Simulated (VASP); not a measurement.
## SnO2: single point with LDA

SnO2:

```
CELL_PARAMETERS angstrom
4.79209 0.00000 0.00000
0.00000 4.79511 0.00000
0.00000 0.00000 3.14217
ATOMIC_POSITIONS crystal
Sn 0.50000 0.50000 0.50000
Sn 0.00000 0.00000 0.00000
O 0.30557 0.30657 0.00000
O 0.80557 0.19343 0.50000
O 0.19443 0.80657 0.50000
O 0.69443 0.69343 0.00000
```

This cell differs from its parent crystal: strain +0.015 along x and y, -0.015 along z.

* Program: VASP 6.6.1
* Task: single point
* Functional: LDA
* Potentials or basis: VASP PAW LDA potentials, release 64 (Sn_d, O)
* Cutoff: 520 eV
* k mesh: 6 × 6 × 8
* Occupations: gaussian, width 0.05 eV
* Spin: no spin polarisation
* Dipole correction: no
* Further INCAR settings: ALGO = Normal; EDIFF = 1e-06; NBANDS = 35

```
Pressure               : -0.7 GPa
Largest force          : 0.074 eV/Å
Band gap on the k mesh : 1.12 eV
```

Forces in eV/Å, atoms in the order of the input:
```
Sn   0.000  0.000  0.000
Sn   0.000  0.000  0.000
O   -0.051 -0.054  0.000
O   -0.051  0.054  0.000
O    0.051 -0.054  0.000
O    0.051  0.054  0.000
```

Stress tensor (GPa, compression positive):
```
-2.94  0.00  0.00
 0.00 -2.95  0.00
 0.00  0.00  3.66
```

Levels at points of the mesh, in eV from the valence-band top:
```csv
k point,band 23,band 24,band 25,band 26,band 27,band 28,band 29,band 30
"(0.00, 0.00, 0.00)",-1.21,-0.84,-0.84,0.00,1.12,6.10,6.20,6.21
"(0.50, 0.00, 0.00)",-1.18,-1.18,-0.67,-0.67,4.23,4.23,6.96,6.96
"(0.00, 0.50, 0.00)",-1.18,-1.18,-0.68,-0.68,4.23,4.23,6.98,6.98
"(0.50, 0.50, 0.00)",-1.29,-1.29,-0.96,-0.96,4.68,4.68,7.36,7.36
"(0.00, 0.00, 0.50)",-1.68,-1.68,-1.28,-1.28,5.94,5.94,9.34,9.34
"(0.50, 0.00, 0.50)",-1.14,-1.14,-0.80,-0.80,6.18,6.18,7.62,7.62
"(0.00, 0.50, 0.50)",-1.14,-1.14,-0.79,-0.79,6.18,6.18,7.61,7.61
"(0.50, 0.50, 0.50)",-1.01,-1.01,-0.88,-0.88,4.56,4.56,8.55,8.55
```

Run time: 2.2 min on 1 thread of Intel(R) Xeon(R) Platinum 8259CL CPU @ 2.50GHz (Skylake/Cascade Lake) (shared host), peak memory 0.26 GiB.

Caveat: the cell differs from its parent crystal (strain +0.015 along x and y, -0.015 along z); spin-orbit coupling is left out, which moves the levels of the heavy elements.
